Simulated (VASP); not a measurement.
# Zn (P6/mmm) in VASP: a series of runs

Zn is run at these levels: BLYP; tasks: single point.

All numbers are computed with VASP 6.6.1; they aren't measurements. Logs are shortened: lines on timing, memory, paths and dates and some standing lists are left out, and cuts for length are marked.

### Step 1. The cell of the first run

The structure is hexagonal, space group P6/mmm (No. 191). The conventional cell has a = 4.575 Å, b = 4.575 Å, c = 2.573 Å, α = 90.00°, β = 90.00°, γ = 120.00°. Zn (site symmetry 6/mmm) has 14 Zn at 2.57 to 2.94 Å within 3.4 Å. Zn (site symmetry -6m2) has 11 Zn at 2.57 to 2.94 Å within 3.4 Å.

This isn't the form of Zn at room conditions, which is hcp.

### Step 2. Single point, BLYP (15.55 Å³/atom)

Input file INCAR:

```
SYSTEM = Zn
  PREC = Accurate
  ENCUT = 520
  EDIFF = 1E-6
  ISMEAR = -1
  SIGMA = 0.1
  LREAL = .FALSE.
  LASPH = .TRUE.
  NELM = 80
  ALGO = Normal
  ISIF = 2
  LWAVE = .FALSE.
  LCHARG = .FALSE.
  GGA = B5
  ALDAX = 1.0
  AGGAX = 1.0
  AGGAC = 1.0
  ALDAC = 0.0
  NBANDS = 25
```

Input file KPOINTS:

```
regular mesh
0
G
  9 9 13
  0 0 0
```

Input file POSCAR:

```
Zn
1.0
    4.5754336098      0.0000000000      0.0000000000
   -2.2877168049      3.9624417394      0.0000000000
    0.0000000000      0.0000000000      2.5732252985
Zn
3
Direct
    0.0000000000      1.0000000000      1.0000000000
    0.3333333333      0.6666666667      0.5000000000
    0.6666666667      0.3333333333      0.5000000000
```

Potentials or basis: VASP PAW PBE potentials, release 64 (Zn).

Command:

```console
> cat potpaw_PBE.64/Zn/POTCAR > POTCAR
> mpirun -np 1 vasp_std > vasp.out
```

OUTCAR:

```text
SYSTEM = Zn
   PREC = Accurate
   ENCUT = 520
   EDIFF = 1E-6
   ISMEAR = -1
   LREAL = .FALSE.
   LASPH = .TRUE.
   NELM = 80
   ISIF = 2
   GGA = B5

 ion  position               nearest neighbor table
   1  0.000  0.000  0.000-   2 2.94   3 2.94   2 2.94   3 2.94   2 2.94   2 2.94   3 2.94   3 2.94
                             3 2.94   3 2.94   2 2.94   2 2.94
   2  0.333  0.667  0.500-   3 2.64   3 2.64   3 2.64   1 2.94   1 2.94   1 2.94   1 2.94   1 2.94
                             1 2.94
   3  0.667  0.333  0.500-   2 2.64   2 2.64   2 2.64   1 2.94   1 2.94   1 2.94   1 2.94   1 2.94
                             1 2.94

  LATTYP: Found a hexagonal cell.
 ALAT       =     4.5754336098
 C/A-ratio  =     0.5624003139

  Lattice vectors:

 A1 = (   4.5754336098,   0.0000000000,   0.0000000000)
 A2 = (  -2.2877168049,   3.9624417394,   0.0000000000)
 A3 = (   0.0000000000,   0.0000000000,   2.5732252985)

Analysis of symmetry for initial positions (statically):
=====================================================================
 Subroutine PRICEL returns:
 Original cell was already a primitive cell.

 Routine SETGRP: Setting up the symmetry group for a
 hexagonal supercell.

 Subroutine GETGRP returns: Found 24 space group operations
 (whereof 24 operations were pure point group operations)
 out of a pool of 24 trial point group operations.

The static configuration has the point symmetry D_6h.

Analysis of symmetry for dynamics (positions and initial velocities):
=====================================================================
 Subroutine PRICEL returns:
 Original cell was already a primitive cell.

 Routine SETGRP: Setting up the symmetry group for a
 hexagonal supercell.

 Subroutine GETGRP returns: Found 24 space group operations
 (whereof 24 operations were pure point group operations)
 out of a pool of 24 trial point group operations.

The dynamic configuration has the point symmetry D_6h.

 Subroutine INISYM returns: Found 24 space group operations
 (whereof 24 operations are pure point group operations),
 and found     1 'primitive' translations

----------------------------------------------------------------------------------------

                                     Primitive cell

  volume of cell :      46.6523

  direct lattice vectors                    reciprocal lattice vectors
     4.575433610  0.000000000  0.000000000     0.218558520  0.126184821  0.000000000
    -2.287716805  3.962441739  0.000000000     0.000000000  0.252369641  0.000000000
     0.000000000  0.000000000  2.573225299     0.000000000  0.000000000  0.388617351

  length of vectors
     4.575433610  4.575433610  2.573225299     0.252369641  0.252369641  0.388617351

  position of ions in fractional coordinates (direct lattice)
     0.000000000  0.000000000  0.000000000
     0.333333333  0.666666667  0.500000000
     0.666666667  0.333333333  0.500000000

  ion indices of the primitive-cell ions
   primitive index   ion index
                 1           1
                 2           2
                 3           3

----------------------------------------------------------------------------------------

 KPOINTS: regular mesh

Automatic generation of k-mesh.
 Grid dimensions read from file:
 generate k-points for:    9    9   13

 Generating k-lattice:

  Cartesian coordinates                     Fractional coordinates (reciprocal lattice)
     0.024284280  0.014020536  0.000000000     0.111111111  0.000000000  0.000000000
     0.000000000  0.028041071  0.000000000     0.000000000  0.111111111  0.000000000
     0.000000000  0.000000000  0.029893642     0.000000000  0.000000000  0.076923077

  Length of vectors
     0.028041071  0.028041071  0.029893642

  Shift w.r.t. Gamma in fractional coordinates (k-lattice)
     0.000000000  0.000000000  0.000000000

 Subroutine IBZKPT returns following result:
 ===========================================

 Found     84 irreducible k-points:

 Following reciprocal coordinates:
            Coordinates               Weight
  0.000000  0.000000  0.000000      1.000000
  0.111111  0.000000  0.000000      6.000000
  0.222222  0.000000  0.000000      6.000000
  0.333333  0.000000  0.000000      6.000000
  0.444444  0.000000  0.000000      6.000000
  0.111111  0.111111  0.000000      6.000000
[... 16 lines left out ...]
  0.333333  0.222222  0.076923     24.000000
  0.333333  0.333333  0.076923      4.000000
 [... further k-points ...]
   k-points           NKPTS =     84   k-points in BZ     NKDIM =     84   number of bands    NBANDS=     25
   number of dos      NEDOS =    301   number of ions     NIONS =      3
   total plane-waves  NPLWV =  25920
   dimension x,y,z NGX =    36 NGY =   36 NGZ =   20
   dimension x,y,z NGXF=    72 NGYF=   72 NGZF=   40
   ions per type =               3
   NGX,Y,Z   is equivalent  to a cutoff of  13.08, 13.08, 12.92 a.u.
   NGXF,Y,Z  is equivalent  to a cutoff of  26.16, 26.16, 25.84 a.u.
 SYSTEM =  Zn
   PREC   = accura    normal or accurate (medium, high low for compatibility)
   ISTART =      0    job   : 0-new  1-cont  2-samecut
   ICHARG =      2    charge: 1-file 2-atom 10-const
   ISPIN  =      1    spin polarized calculation?
   LNONCOLLINEAR =      F non collinear calculations
   LSORBIT =      F    spin-orbit coupling
   LASPH  =      T    aspherical Exc in radial PAW
   ENCUT  =  520.0 eV  38.22 Ry    6.18 a.u.   8.51  8.51  4.78*2*pi/ulx,y,z
   NELM   =     80;   NELMIN=  2; NELMDL= -5     # of ELM steps
   EDIFF  = 0.1E-05   stopping-criterion for ELM
   LREAL  =      F    real-space projection
   EDIFFG = 0.1E-04   stopping-criterion for IOM
   NSW    =      0    number of steps for IOM
   IBRION =     -1    ionic relax: 0-MD 1-quasi-New 2-CG
   NFREE  =      0    steps in history (QN), initial steepest desc. (CG)
   ISIF   =      2    stress and relaxation
   ISYM   =      2    0-nonsym 1-usesym 2-fastsym
   POTIM  = 0.5000    time-step for ionic-motion
   TEBEG  =    0.0;   TEEND  =   0.0 temperature during run
   PSTRESS=    0.0 pullay stress
   NELECT =      36.0000    total number of electrons
   NUPDOWN=      -1.0000    fix difference up-down
   EMIN   =  10.00;   EMAX   =-10.00  energy-range for DOS
   EFERMI =   0.00;   METHOD = LEGACY
   ISMEAR =    -1;   SIGMA  =   0.10  broadening in eV -4-tet -1-fermi 0-gaus
   EFERMI_NEDOS =   21; number of points for ismear=-14 and -15
   IALGO  =     38    algorithm
   IMIX   =      4    mixing-type and parameters
     AMIX     =   0.40;   BMIX     =  1.00
     AMIX_MAG =   1.60;   BMIX_MAG =  1.00
  volume/ion in A,a.u.               =      15.55       104.94
  Fermi-wavevector in a.u.,A,eV,Ry     =   1.501590  2.837593 30.678039  2.254772
  Thomas-Fermi vector in A             =   2.612941
   LORBIT       =      0    0 simple, 1 ext, 2 COOP (PROOUT), +10 PAW based schemes
   GGA     = B5    functional components
   LHFCALC =     F    Hartree Fock is set to
   AEXX    =    0.0000 exact exchange contribution
   IVDW    =     0    specifies the selected vdW correction
   LEPSILON=     F    determine dielectric tensor
   LRPA    =     F    only Hartree local field effects (RPA)
 non-spin polarized calculation
  energy-cutoff  :      520.00
  volume of cell :       46.65
 maximum number of plane-waves:      1282
 NGX is ok and might be reduce to    36
   NGX = 17   NGY = 17   NGZ =  9

 number of electron      35.9999993 magnetization

 Free energy of the ion-electron system (eV)
  ---------------------------------------------------
  ext. energy  EPLUGINS =         0.00000000
  ---------------------------------------------------
  free energy    TOTEN  =        -0.77031016 eV

  energy without entropy =       -0.73476850  energy(sigma->0) =       -0.75253933

 E-fermi :   3.4455     XC(G=0): -10.8879

 val. band max:        3.4367084371   @ k =   0.0000   0.0000   0.0000
 cond. band min:       3.4583595961   @ k =   0.3333   0.2222   0.4615
 fundamental gap:      0.0216511590
 Fermi energy:         3.4455220736

 k-point     1 :       0.0000    0.0000    0.0000
  band No.  band energies     occupation
      1      -6.7461      2.00000
      2      -5.0883      2.00000
      3      -4.7436      2.00000
      4      -4.6467      2.00000
      5      -4.4278      2.00000
      6      -4.4278      2.00000
[... 17 lines left out ...]
     24      19.4170      0.00000
     25      20.5348      0.00000

 k-point     2 :       0.1111    0.0000    0.0000
  band No.  band energies     occupation
      1      -6.6259      2.00000
      2      -5.0780      2.00000
      3      -4.7594      2.00000
      4      -4.6633      2.00000
      5      -4.5366      2.00000
      6      -4.5095      2.00000
[... 17 lines left out ...]
     24      19.0060      0.00000
     25      19.5762      0.00000

 k-point     3 :       0.2222    0.0000    0.0000
  band No.  band energies     occupation
      1      -6.2750      2.00000
      2      -5.0537      2.00000
      3      -4.8148      2.00000
      4      -4.7306      2.00000
      5      -4.6196      2.00000
      6      -4.5729      2.00000
[... 17 lines left out ...]
     24      16.6100      0.00000
     25      17.2406      0.00000

 k-point     4 :       0.3333    0.0000    0.0000
  band No.  band energies     occupation
      1      -5.7407      2.00000
      2      -5.0452      2.00000
      3      -4.8966      2.00000
      4      -4.7817      2.00000
      5      -4.6420      2.00000
      6      -4.5966      2.00000
[... 17 lines left out ...]
     24      14.8348      0.00000
     25      16.5730      0.00000
[... 477 lines left out ...]
 k-point    22 :       0.2222    0.2222    0.0769
  band No.  band energies     occupation
      1      -5.3735      2.00000
      2      -4.9814      2.00000
      3      -4.8563      2.00000
      4      -4.7852      2.00000
      5      -4.6925      2.00000
      6      -4.6032      2.00000
[... 17 lines left out ...]
     24      14.9828      0.00000
     25      16.6927      0.00000

 k-point    23 :       0.3333    0.2222    0.0769
  band No.  band energies     occupation
      1      -5.1146      2.00000
      2      -4.9698      2.00000
      3      -4.9086      2.00000
      4      -4.7454      2.00000
      5      -4.7125      2.00000
      6      -4.6308      2.00000
[... 17 lines left out ...]
     24      15.2343      0.00000
     25      15.8622      0.00000

 k-point    24 :       0.3333    0.3333    0.0769
  band No.  band energies     occupation
      1      -5.1076      2.00000
      2      -4.9344      2.00000
      3      -4.9344      2.00000
      4      -4.7264      2.00000
      5      -4.7264      2.00000
      6      -4.6535      2.00000
[... 17 lines left out ...]
     24      15.2222      0.00000
     25      16.8906      0.00000

 [... further k-points ...]

------------------------ aborting loop because EDIFF is reached ----------------------------------------

  FORCE on cell =-STRESS in cart. coord.  units (eV):
  Direction    XX          YY          ZZ          XY          YZ          ZX
  --------------------------------------------------------------------------------------
  -------------------------------------------------------------------------------------
  Total        1.8592757      1.8592757      2.3690983      0.0000000     -0.0000000      0.0000000
  in kB       63.8530154     63.8530154     81.3618280      0.0000000     -0.0000000      0.0000000
  external PRESSURE =      69.6892863 kB  Pullay stress =       0.0000000 kB

 VOLUME and BASIS-vectors are now :
 -----------------------------------------------------------------------------
  energy-cutoff  :      520.00
  volume of cell :       46.65
      direct lattice vectors                 reciprocal lattice vectors
     4.575433610  0.000000000  0.000000000     0.218558520  0.126184821  0.000000000
    -2.287716805  3.962441739  0.000000000     0.000000000  0.252369641  0.000000000
     0.000000000  0.000000000  2.573225299     0.000000000  0.000000000  0.388617351

 POSITION                                       TOTAL-FORCE (eV/Angst)
 -----------------------------------------------------------------------------------
      0.00000      0.00000      0.00000         0.000000      0.000000      0.000000
     -0.00000      2.64163      1.28661        -0.000000      0.000000     -0.000000
      2.28772      1.32081      1.28661        -0.000000     -0.000000      0.000000
 -----------------------------------------------------------------------------------
    total drift:                                0.000000      0.000000     -0.000000

  FREE ENERGIE OF THE ION-ELECTRON SYSTEM (eV)
  ---------------------------------------------------
  free  energy   TOTEN  =        -0.7703101626 eV

  energy  without entropy=       -0.7347684980  energy(sigma->0) =       -0.75253933
```

It took 63 s on 1 thread of Intel Xeon Platinum 8375C at 2.90GHz (Ice Lake), shared host; peak memory 0.21 GiB.

What came out:

* Free energy: -0.7703 eV
* Pressure: 7.0 GPa
* Band gap on the k mesh: zero (bands 18 and 19 overlap by 5.27 eV)

Levels at points of the mesh, in eV from the Fermi level:
| k point | band 14 | band 15 | band 16 | band 17 | band 18 | band 19 | band 20 | band 21 | band 22 | band 23 |
| --- | --- | --- | --- | --- | --- | --- | --- | --- | --- | --- |
| (0.00, 0.00, 0.00) | -7.43 | -7.15 | -7.15 | -0.01 | 0.13 | 0.48 | 0.48 | 0.51 | 0.51 | 11.83 |

Caveat: the cell stands under pressure; the PAW data sets were made with another functional, which shifts forces and pressure a little.

### Step 3. Single point, BLYP (16.96 Å³/atom)

This run uses another cell than the first one, of 16.96 Å³/atom.

Input file INCAR:

```
PREC = Accurate
ENCUT = 520
EDIFF = 1E-6
ISMEAR = -1
SIGMA = 0.1
LREAL = False
LASPH = True
NELM = 60
ALGO = Normal
ISIF = 2
LWAVE = False
LCHARG = True
GGA = B5
ALDAX = 1.0
AGGAX = 1.0
AGGAC = 1.0
ALDAC = 0.0
LELF = True
LVHAR = True
NBANDS = 25
```

Input file KPOINTS:

```
regular mesh
0
Gamma
  9 9 13
```

Input file POSCAR:

```
Zn
1.0
    4.7100817504      0.0000000000      0.0000000000
   -2.3550408752      4.0790504498      0.0000000000
    0.0000000000      0.0000000000      2.6489514551
Zn
3
Direct
    0.0000000000      1.0000000000      1.0000000000
    0.3333333333      0.6666666667      0.5000000000
    0.6666666667      0.3333333333      0.5000000000
```

Potentials or basis: VASP PAW PBE potentials, release 64 (Zn).

Command:

```console
> cat potpaw_PBE.64/Zn/POTCAR > POTCAR
> mpirun -np 1 vasp_std > vasp.out
```

Run time: 62 s. Hardware: 1 thread of Intel Xeon Platinum 8375C at 2.90GHz (Ice Lake), shared host; peak memory 0.21 GiB.

Results (log left out):

```yaml
Free_energy: -0.8828 eV
Pressure: 1.9 GPa
Band_gap_on_the_k_mesh: zero (bands 18 and 19 overlap by 5.20 eV)
```

Levels at points of the mesh, in eV from the Fermi level:
```tsv
k point	band 14	band 15	band 16	band 17	band 18	band 19	band 20	band 21	band 22	band 23
(0.00, 0.00, 0.00)	-7.23	-6.99	-6.99	-0.24	-0.10	0.60	0.60	0.64	0.64	11.22
```

Caveat: the PAW data sets were made with another functional, which shifts forces and pressure a little.

### Step 4. Single point, BLYP (18.38 Å³/atom)

This run uses another cell than the first one, of 18.38 Å³/atom.

Input file INCAR:

```
AGGAC    = 1.0          
AGGAX    = 1.0          
ALDAC    = 0.0          
ALDAX    = 1.0          
ALGO     = Normal         # electronic algorithm
EDIFF    = 1E-7           # SCF threshold, eV
ENCUT    = 520            # plane-wave cutoff, eV
GGA      = B5             # functional
ISIF     = 2              # what is computed and relaxed
ISMEAR   = -1             # smearing method
LASPH    = T              # aspherical terms in the spheres
LCHARG   = F              # write CHGCAR
LREAL    = F              # projectors in reciprocal space
LWAVE    = F              # write WAVECAR
NBANDS   = 25             # bands
NELM     = 80             # most SCF steps
PREC     = Accurate       # precision mode
SIGMA    = 0.1            # smearing width, eV
```

Input file KPOINTS:

```
k-points
0
Gamma
  9 9 13
```

Input file POSCAR:

```
Zn
1.0
    4.8374424770      0.0000000000      0.0000000000
   -2.4187212385      4.1893480744      0.0000000000
    0.0000000000      0.0000000000      2.7205791677
Zn
3
Direct
    0.0000000000      1.0000000000      1.0000000000
    0.3333333333      0.6666666667      0.5000000000
    0.6666666667      0.3333333333      0.5000000000
```

Command:

```console
> cat potpaw_PBE.64/Zn/POTCAR > POTCAR
> mpirun -np 1 vasp_std > vasp.out
```

Run time: 80 s. Hardware: 1 thread of Intel Xeon Platinum 8375C at 2.90GHz (Ice Lake), shared host; peak memory 0.22 GiB.

The run converged. Its results:

```
Free energy            : -0.8919 eV
Pressure               : -1.0 GPa
Band gap on the k mesh : zero (bands 18 and 19 overlap by 5.11 eV)
```

Stress tensor (GPa, compression positive):
```
-0.64  0.00  0.00
 0.00 -0.64  0.00
 0.00  0.00 -1.69
```

Levels at points of the mesh, in eV from the Fermi level:
```csv
k point,band 16,band 17,band 18,band 19,band 20,band 21
"(0.00, 0.00, 0.00)",-6.86,-0.43,-0.29,0.72,0.72,0.76
```

Caveat: the PAW data sets were made with another functional, which shifts forces and pressure a little.

### Step 5. Single point, BLYP (19.79 Å³/atom)

This run uses another cell than the first one, of 19.79 Å³/atom.

Input file INCAR:

```
SYSTEM = Zn
AGGAC = 1.0 ; AGGAX = 1.0
ALDAC = 0.0 ; ALDAX = 1.0
ALGO = Normal ; EDIFF = 1E-6
ENCUT = 520 ; GGA = B5
ISIF = 2 ; ISMEAR = -1
LASPH = .TRUE. ; LCHARG = .TRUE.
LELF = .TRUE. ; LREAL = .FALSE.
LVHAR = .TRUE. ; LWAVE = .FALSE.
NBANDS = 25 ; NELM = 80
PREC = Accurate ; SIGMA = 0.1
```

Input file KPOINTS:

```
k-points
0
G
  9 9 13
  0 0 0
```

Input file POSCAR:

```
Zn
1.0
    4.9584283450      0.0000000000      0.0000000000
   -2.4792141725      4.2941249096      0.0000000000
    0.0000000000      0.0000000000      2.7886216579
Zn
3
Direct
    0.0000000000      1.0000000000      1.0000000000
    0.3333333333      0.6666666667      0.5000000000
    0.6666666667      0.3333333333      0.5000000000
```

Command:

```console
> cat potpaw_PBE.64/Zn/POTCAR > POTCAR
> mpirun -np 1 vasp_std > vasp.out
```

Wall time 89 s (1 thread of Intel Xeon Platinum 8375C at 2.90GHz (Ice Lake), shared host); peak memory 0.23 GiB.

The run converged. Its results:

* Free energy: -0.8441 eV
* Pressure: -2.5 GPa
* Band gap on the k mesh: zero (bands 18 and 19 overlap by 4.79 eV)

Stress tensor (GPa, compression positive):
```
-2.11  0.00  0.00
 0.00 -2.11  0.00
 0.00  0.00 -3.37
```

Levels at points of the mesh, in eV from the Fermi level:
| k point | band 14 | band 15 | band 16 | band 17 | band 18 | band 19 | band 20 | band 21 | band 22 | band 23 |
| --- | --- | --- | --- | --- | --- | --- | --- | --- | --- | --- |
| (0.00, 0.00, 0.00) | -6.94 | -6.76 | -6.76 | -0.60 | -0.46 | 0.82 | 0.82 | 0.87 | 0.87 | 10.21 |

Caveat: the PAW data sets were made with another functional, which shifts forces and pressure a little.

### Step 6. Summary

```tsv
cell	gap on the mesh (eV)	pressure (GPa)
a = 4.575, b = 4.575, c = 2.573 Å, angles 90.0, 90.0, 120.0°, 3 atoms	none	7.0
a = 4.710, b = 4.710, c = 2.649 Å, angles 90.0, 90.0, 120.0°, 3 atoms	none	1.9
a = 4.837, b = 4.837, c = 2.721 Å, angles 90.0, 90.0, 120.0°, 3 atoms	none	-1.0
a = 4.958, b = 4.958, c = 2.789 Å, angles 90.0, 90.0, 120.0°, 3 atoms	none	-2.5
```

Alike in all rows: task single point; level BLYP; potentials or basis VASP PAW PBE potentials, release 64 (Zn); no spin polarisation; k mesh 9 × 9 × 13; cutoff (eV) 520; smearing fermi-dirac 0.1 eV.

Caveats: the PAW data sets were made with another functional, which shifts forces and pressure a little; the cell stands under pressure (at least some runs).

Total energies depend on the potentials used, so only differences within one code and one set of settings carry meaning.
